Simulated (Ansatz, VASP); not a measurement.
# Two plane-wave programs on Ga2Sb2CO

The input INCAR:

```
SYSTEM = Ga2Sb2CO
PREC     = Accurate       ! precision mode
ENCUT    = 520            ! plane-wave cutoff, eV
EDIFF    = 1E-7           ! SCF threshold, eV
ISMEAR   = 0              ! smearing method
SIGMA    = 0.1            ! smearing width, eV
LREAL    = .FALSE.        ! projectors in reciprocal space
LASPH    = .TRUE.         ! aspherical terms in the spheres
NELM     = 100            ! most SCF steps
ALGO     = Normal         ! electronic algorithm
ISIF     = 2              ! what is computed and relaxed
LWAVE    = .FALSE.        ! write WAVECAR
LCHARG   = .TRUE.         ! write CHGCAR
LDIPOL   = .TRUE.       
IDIPOL   = 3            
DIPOL    = 0.5 0.5 0.361
GGA      = PE             ! functional
IVDW     = 12             ! dispersion correction
LELF     = .TRUE.         ! ELF
LVHAR    = .TRUE.       
LVACPOTAV= .TRUE.       
NBANDS   = 32             ! bands
```

The input KPOINTS:

```
regular mesh
0
G
  6 6 1
  0 0 0
```

POSCAR

```
Ga2Sb2CO
1.0
    4.3343814621      0.0000000000      0.0000000000
   -2.1671907311      3.7536844559      0.0000000000
    0.0000000000      0.0000000000     23.3197422777
Sb Ga O C
2 2 1 1
Direct
    0.0000000000      0.0000000000      0.1715284823
    0.3333333333      0.6666666667      0.3301590654
    0.3333333333      0.6666666667      0.2094685204
    0.6666666667      0.3333333333      0.3632005095
    1.3333333333      0.6666666667      0.5218643557
    1.3333333333      0.6666666667      0.5711787943
```

Input for Ansatz:

```yaml
crystal:
  lattice:
    - [4.3343814621, 0.0, 0.0]
    - [-2.1671907311, 3.7536844559, 0.0]
    - [0.0, 0.0, 23.3197422777]
  atoms:
    - { symbol: Sb, position: [0.0, 0.0, 0.1715284823] }
    - { symbol: Ga, position: [0.3333333333, 0.6666666667, 0.2094685204] }
    - { symbol: Sb, position: [0.3333333333, 0.6666666667, 0.3301590654] }
    - { symbol: Ga, position: [0.6666666667, 0.3333333333, 0.3632005095] }
    - { symbol: O, position: [1.3333333333, 0.6666666667, 0.5218643557] }
    - { symbol: C, position: [1.3333333333, 0.6666666667, 0.5711787943] }
basis:
  ecutwfc: 420
kpoints:
  mp_grid: { grid: [6, 6, 1] }
hamiltonian:
  xc: pbe
  pseudopotentials: { kind: paw, azcp: { folder: soft_1 } }
  dispersion: d3bj
scf:
  occupations: { method: gaussian, width: 0.1 }
output:
  forces: true
  eigenvalues: true
efield:
  axis: 3
  dipole_correction: true
  ramp_width: 0.04
```

Alike in both runs: task single point; functional PBE; dispersion D3(BJ); k mesh 6 × 6 × 1; occupations gaussian, width 0.1 eV; no spin polarisation.

|  | VASP | Ansatz |
| --- | --- | --- |
| version | VASP 6.6.1 | Ansatz 0.2.0 |
| potentials or method | VASP PAW PBE potentials, release 64 (Sb, Ga_d, O, C), cutoff 520 eV | scalar-relativistic, plane waves, PAW |
| valence electrons in the cell | 46 | 66 |

VASP gave:

| Property | Result |
| --- | --- |
| gap on the k mesh at the Fermi level (eV) | 0.04 |
| least direct gap on the mesh (eV) | 0.15 |
| rms of the force components (eV/Å) | 0.240 |

Problem. What did Ansatz give for the same quantities?

Solution. gap on the k mesh at the Fermi level (eV): 0.04; least direct gap on the mesh (eV): 0.15; rms of the force components (eV/Å): 0.508.

One of these differences is far larger than is usual between the two programs; its cause wasn't traced. VASP's potentials hold 46 valence electrons a cell and Ansatz's 66, so a difference there can come from the potentials and not from the codes.

Spin-orbit coupling is off throughout. Noted on VASP's run: the standard files for N, O and F lose accuracy on very short bonds.
